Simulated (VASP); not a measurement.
# PbSe (I4/mmm) in VASP: further runs, part 2 of 2

VASP 6.6.1. The steps go on from the part before.

## Step 3: Single point, LDA

This run uses another cell than the first one, of the same volume but with other edges.

INCAR

```
SYSTEM = PbSe
ALGO = Normal ; EDIFF = 1E-6
ENCUT = 520 ; GGA = CA
ISIF = 2 ; ISMEAR = 0
LASPH = .True. ; LCHARG = .True.
LELF = .True. ; LREAL = .False.
LVHAR = .True. ; LWAVE = .False.
NBANDS = 17 ; NELM = 60
PREC = Accurate ; SIGMA = 0.03
```

KPOINTS

```
k-points
0
Gamma
  10 10 10
  0 0 0
```

POSCAR

```
PbSe
1.0
    0.0000000000      3.1484527865      2.8965765636
    3.1484527865      0.0000000000      2.8965765636
    3.1484527865      3.1484527865      0.0000000000
Pb Se
1 1
Direct
    0.0000000000      0.0000000000      0.0000000000
    0.5000000000      0.5000000000      0.5000000000
```

Potentials or basis: VASP PAW LDA potentials, release 64 (Pb_d, Se).

Command:

```sh
cat potpaw_LDA.64/Pb_d/POTCAR potpaw_LDA.64/Se/POTCAR > POTCAR
mpirun -np 1 vasp_std > vasp.out
```

OUTCAR:

```text
SYSTEM = PbSe
   EDIFF = 1E-6
   ENCUT = 520
   GGA = CA
   ISIF = 2
   ISMEAR = 0
   LASPH = .True.
   LREAL = .False.
   NELM = 60
   PREC = Accurate

 ion  position               nearest neighbor table
   1  0.000  0.000  0.000-   2 2.90   2 2.90   2 3.15   2 3.15   2 3.15   2 3.15
   2  0.500  0.500  0.500-   1 2.90   1 2.90   1 3.15   1 3.15   1 3.15   1 3.15

  LATTYP: Found a body centered tetragonal cell.
 ALAT       =     4.4525846312
 C/A-ratio  =     1.3010764774

  Lattice vectors:

 A1 = (   0.0000000000,  -3.1484527865,  -2.8965765636)
 A2 = (   0.0000000000,   3.1484527865,  -2.8965765636)
 A3 = (   3.1484527865,   0.0000000000,   2.8965765636)

Analysis of symmetry for initial positions (statically):
=====================================================================
 Subroutine PRICEL returns:
 Original cell was already a primitive cell.

 Routine SETGRP: Setting up the symmetry group for a
 body centered tetragonal supercell.

 Subroutine GETGRP returns: Found 16 space group operations
 (whereof 16 operations were pure point group operations)
 out of a pool of 16 trial point group operations.

The static configuration has the point symmetry D_4h.

Analysis of symmetry for dynamics (positions and initial velocities):
=====================================================================
 Subroutine PRICEL returns:
 Original cell was already a primitive cell.

 Routine SETGRP: Setting up the symmetry group for a
 body centered tetragonal supercell.

 Subroutine GETGRP returns: Found 16 space group operations
 (whereof 16 operations were pure point group operations)
 out of a pool of 16 trial point group operations.

The dynamic configuration has the point symmetry D_4h.

 Subroutine INISYM returns: Found 16 space group operations
 (whereof 16 operations are pure point group operations),
 and found     1 'primitive' translations

----------------------------------------------------------------------------------------

                                     Primitive cell

  volume of cell :      57.4261

  direct lattice vectors                    reciprocal lattice vectors
     0.000000000  3.148452787  2.896576564    -0.158808162  0.158808162  0.172617567
     3.148452787  0.000000000  2.896576564     0.158808162 -0.158808162  0.172617567
     3.148452787  3.148452787  0.000000000     0.158808162  0.158808162 -0.172617567

  length of vectors
     4.278190124  4.278190124  4.452584631     0.283261168  0.283261168  0.283261168

  position of ions in fractional coordinates (direct lattice)
     0.000000000  0.000000000  0.000000000
     0.500000000  0.500000000  0.500000000

  ion indices of the primitive-cell ions
   primitive index   ion index
                 1           1
                 2           2

----------------------------------------------------------------------------------------

 KPOINTS: k-points

Automatic generation of k-mesh.
 Grid dimensions read from file:
 generate k-points for:   10   10   10

 Generating k-lattice:

  Cartesian coordinates                     Fractional coordinates (reciprocal lattice)
    -0.015880816  0.015880816  0.017261757     0.100000000  0.000000000  0.000000000
     0.015880816 -0.015880816  0.017261757     0.000000000  0.100000000  0.000000000
     0.015880816  0.015880816 -0.017261757    -0.000000000 -0.000000000  0.100000000

  Length of vectors
     0.028326117  0.028326117  0.028326117

  Shift w.r.t. Gamma in fractional coordinates (k-lattice)
     0.000000000  0.000000000  0.000000000

 Subroutine IBZKPT returns following result:
 ===========================================

 Found    102 irreducible k-points:

 Following reciprocal coordinates:
            Coordinates               Weight
  0.000000  0.000000  0.000000      1.000000
  0.100000  0.000000  0.000000      8.000000
  0.200000  0.000000  0.000000      8.000000
  0.300000  0.000000  0.000000      8.000000
  0.400000  0.000000  0.000000      8.000000
  0.500000  0.000000  0.000000      4.000000
[... 16 lines left out ...]
  0.300000  0.300000  0.000000      2.000000
  0.400000  0.300000  0.000000      8.000000
 [... further k-points ...]
   k-points           NKPTS =    102   k-points in BZ     NKDIM =    102   number of bands    NBANDS=     17
   number of dos      NEDOS =    301   number of ions     NIONS =      2
   total plane-waves  NPLWV =  36864
   dimension x,y,z NGX =    32 NGY =   32 NGZ =   36
   dimension x,y,z NGXF=    64 NGYF=   64 NGZF=   72
   ions per type =               1   1
   NGX,Y,Z   is equivalent  to a cutoff of  12.43, 12.43, 13.44 a.u.
   NGXF,Y,Z  is equivalent  to a cutoff of  24.87, 24.87, 26.88 a.u.
 SYSTEM =  PbSe
   PREC   = accura    normal or accurate (medium, high low for compatibility)
   ISTART =      0    job   : 0-new  1-cont  2-samecut
   ICHARG =      2    charge: 1-file 2-atom 10-const
   ISPIN  =      1    spin polarized calculation?
   LNONCOLLINEAR =      F non collinear calculations
   LSORBIT =      F    spin-orbit coupling
   LASPH  =      T    aspherical Exc in radial PAW
   ENCUT  =  520.0 eV  38.22 Ry    6.18 a.u.   7.95  7.95  8.28*2*pi/ulx,y,z
   NELM   =     60;   NELMIN=  2; NELMDL= -5     # of ELM steps
   EDIFF  = 0.1E-05   stopping-criterion for ELM
   LREAL  =      F    real-space projection
   EDIFFG = 0.1E-04   stopping-criterion for IOM
   NSW    =      0    number of steps for IOM
   IBRION =     -1    ionic relax: 0-MD 1-quasi-New 2-CG
   NFREE  =      0    steps in history (QN), initial steepest desc. (CG)
   ISIF   =      2    stress and relaxation
   ISYM   =      2    0-nonsym 1-usesym 2-fastsym
   POTIM  = 0.5000    time-step for ionic-motion
   TEBEG  =    0.0;   TEEND  =   0.0 temperature during run
   PSTRESS=    0.0 pullay stress
   NELECT =      20.0000    total number of electrons
   NUPDOWN=      -1.0000    fix difference up-down
   EMIN   =  10.00;   EMAX   =-10.00  energy-range for DOS
   EFERMI =   0.00;   METHOD = LEGACY
   ISMEAR =     0;   SIGMA  =   0.03  broadening in eV -4-tet -1-fermi 0-gaus
   EFERMI_NEDOS =   21; number of points for ismear=-14 and -15
   IALGO  =     38    algorithm
   IMIX   =      4    mixing-type and parameters
     AMIX     =   0.40;   BMIX     =  1.00
     AMIX_MAG =   1.60;   BMIX_MAG =  1.00
  volume/ion in A,a.u.               =      28.71       193.77
  Fermi-wavevector in a.u.,A,eV,Ry     =   1.151812  2.176610 18.050462  1.326672
  Thomas-Fermi vector in A             =   2.288467
   LORBIT       =      0    0 simple, 1 ext, 2 COOP (PROOUT), +10 PAW based schemes
   GGA     = CA    functional components
   LHFCALC =     F    Hartree Fock is set to
   AEXX    =    0.0000 exact exchange contribution
   IVDW    =     0    specifies the selected vdW correction
   LEPSILON=     F    determine dielectric tensor
   LRPA    =     F    only Hartree local field effects (RPA)
 non-spin polarized calculation
 Gauss-broadening in eV      SIGMA  =   0.03
  energy-cutoff  :      520.00
  volume of cell :       57.43
 maximum number of plane-waves:      1570
   NGX = 15   NGY = 15   NGZ = 17

 number of electron      19.9999997 magnetization

 Free energy of the ion-electron system (eV)
  ---------------------------------------------------
  ext. energy  EPLUGINS =         0.00000000
  ---------------------------------------------------
  free energy    TOTEN  =        -9.33584768 eV

  energy without entropy =       -9.33577142  energy(sigma->0) =       -9.33580955

 E-fermi :   5.0424     XC(G=0):  -9.8296

 val. band max:        5.0196621653   @ k =   0.5000   0.0000   0.0000
 cond. band min:       5.0651254470   @ k =   0.5000   0.0000   0.0000
 fundamental gap:      0.0454632816
 Fermi energy:         5.0423938064

 k-point     1 :       0.0000    0.0000    0.0000
  band No.  band energies     occupation
      1     -11.9053      2.00000
      2     -11.8946      2.00000
      3     -11.8869      2.00000
      4     -11.8777      2.00000
      5     -11.8777      2.00000
      6      -8.7357      2.00000
[... 9 lines left out ...]
     16      11.7273      0.00000
     17      12.4445      0.00000
[... 441 lines left out ...]
 k-point    24 :       0.4000    0.3000    0.0000
  band No.  band energies     occupation
      1     -11.9800      2.00000
      2     -11.9111      2.00000
      3     -11.8866      2.00000
      4     -11.8382      2.00000
      5     -11.8364      2.00000
      6      -7.4844      2.00000
[... 9 lines left out ...]
     16      15.2463      0.00000
     17      16.6870      0.00000

 [... further k-points ...]

------------------------ aborting loop because EDIFF is reached ----------------------------------------

  FORCE on cell =-STRESS in cart. coord.  units (eV):
  Direction    XX          YY          ZZ          XY          YZ          ZX
  --------------------------------------------------------------------------------------
  -------------------------------------------------------------------------------------
  Total       -1.7200438     -1.7200438      2.3214882      0.0000000     -0.0000000      0.0000000
  in kB      -47.9888918    -47.9888918     64.7690724      0.0000000     -0.0000000      0.0000000
  external PRESSURE =     -10.4029037 kB  Pullay stress =       0.0000000 kB

 VOLUME and BASIS-vectors are now :
 -----------------------------------------------------------------------------
  energy-cutoff  :      520.00
  volume of cell :       57.43
      direct lattice vectors                 reciprocal lattice vectors
     0.000000000  3.148452787  2.896576564    -0.158808162  0.158808162  0.172617567
     3.148452787  0.000000000  2.896576564     0.158808162 -0.158808162  0.172617567
     3.148452787  3.148452787  0.000000000     0.158808162  0.158808162 -0.172617567

 POSITION                                       TOTAL-FORCE (eV/Angst)
 -----------------------------------------------------------------------------------
      0.00000      0.00000      0.00000         0.000000      0.000000      0.000000
      3.14845      3.14845      2.89658         0.000000      0.000000     -0.000000
 -----------------------------------------------------------------------------------
    total drift:                                0.000000     -0.000000     -0.000000

  FREE ENERGIE OF THE ION-ELECTRON SYSTEM (eV)
  ---------------------------------------------------
  free  energy   TOTEN  =        -9.3358476775 eV

  energy  without entropy=       -9.3357714187  energy(sigma->0) =       -9.33580955
```

It took 38 s on 1 thread of Intel Xeon 6975P-C (Granite Rapids), shared host; peak memory 0.23 GiB.

What came out:

```
Free energy            : -9.3358 eV
Pressure               : -1.0 GPa
Band gap on the k mesh : 0.05 eV
```

Stress tensor (GPa, compression positive):
```
-4.80  0.00  0.00
 0.00 -4.80  0.00
 0.00  0.00  6.48
```

Levels at points of the mesh, in eV from the valence-band top:
```tsv
k point	band 8	band 9	band 10	band 11	band 12	band 13
(0.00, 0.00, 0.00)	-2.54	-1.75	-1.75	3.86	3.86	5.90
(0.50, 0.00, 0.00)	-1.67	-1.54	0.00	0.05	1.25	1.82
(0.50, 0.50, 0.00)	-5.26	-3.50	-3.50	3.27	5.13	5.13
(0.50, 0.00, 0.50)	-5.10	-3.76	-2.86	3.64	4.56	5.49
```

Caveat: spin-orbit coupling is left out, which moves the levels of the heavy elements.

## Step 4: Single point, LDA

This run uses another cell than the first one, of the same volume but with other edges.

INCAR

```
  PREC = Accurate
  ENCUT = 520
  EDIFF = 1E-6
  ISMEAR = 0
  SIGMA = 0.03
  LREAL = F
  LASPH = T
  NELM = 60
  ALGO = Normal
  ISIF = 2
  LWAVE = F
  LCHARG = T
  LELF = T
  LVHAR = T
  NBANDS = 17
```

KPOINTS

```
regular mesh
0
Gamma
  10 10 10
```

POSCAR

```
PbSe
1.0
    0.0000000000      2.9663944448      3.2630338893
    2.9663944448      0.0000000000      3.2630338893
    2.9663944448      2.9663944448      0.0000000000
Pb Se
1 1
Direct
    0.0000000000      0.0000000000      0.0000000000
    0.5000000000      0.5000000000      0.5000000000
```

Command:

```sh
cat potpaw_LDA.64/Pb_d/POTCAR potpaw_LDA.64/Se/POTCAR > POTCAR
mpirun -np 1 vasp_std > vasp.out
```

It took 42 s on 1 thread of Intel Xeon 6975P-C (Granite Rapids), shared host; peak memory 0.23 GiB.

It converged, with:

- Free energy: -9.3319 eV
- Pressure: -0.9 GPa
- Band gap on the k mesh: 0.05 eV

Stress tensor (GPa, compression positive):
```
 2.17  0.00  0.00
 0.00  2.17  0.00
 0.00  0.00 -6.96
```

Levels at points of the mesh, in eV from the valence-band top:
```
           k point  band 6  band 7  band 8  band 9  band 10  band 11  band 12  band 13  band 14  band 15
(0.00, 0.00, 0.00)  -13.76   -6.44   -2.27   -2.27    -1.52     3.24     5.24     5.24     6.02     6.60
(0.50, 0.00, 0.00)  -12.69   -9.03   -1.72   -1.45     0.00     0.05     1.34     1.75     8.24     9.81
(0.50, 0.50, 0.00)  -12.64   -7.21   -5.02   -3.25    -3.25     3.76     5.09     5.77     5.77    11.41
(0.50, 0.00, 0.50)  -12.14   -7.67   -5.22   -3.92    -2.94     3.42     4.23     6.22     6.34    10.02
```

Caveat: spin-orbit coupling is left out, which moves the levels of the heavy elements. A k mesh can miss the band edges.

## Step 5: Summary

```tsv
cell	gap on the mesh (eV)	pressure (GPa)
a = 4.602, b = 4.602, c = 3.968 Å, angles 64.5, 64.5, 51.1°, 2 atoms	none	6.0
a = 4.278, b = 4.278, c = 4.453 Å, angles 58.6, 58.6, 62.7°, 2 atoms	0.05	-1.0
a = 4.410, b = 4.410, c = 4.195 Å, angles 61.6, 61.6, 56.8°, 2 atoms	0.05	-0.9
```

Alike in all rows: task single point; level LDA; potentials or basis VASP PAW LDA potentials, release 64 (Pb_d, Se); no spin polarisation; k mesh 10 × 10 × 10; cutoff (eV) 520; smearing gaussian 0.03 eV.

Caveats: spin-orbit coupling is left out, which moves the levels of the heavy elements; the cell stands under pressure (at least some runs); semilocal functionals underestimate gaps, so a narrow gap can read as zero (at least some runs).

Absolute energies hang on the potentials; compare differences alone.
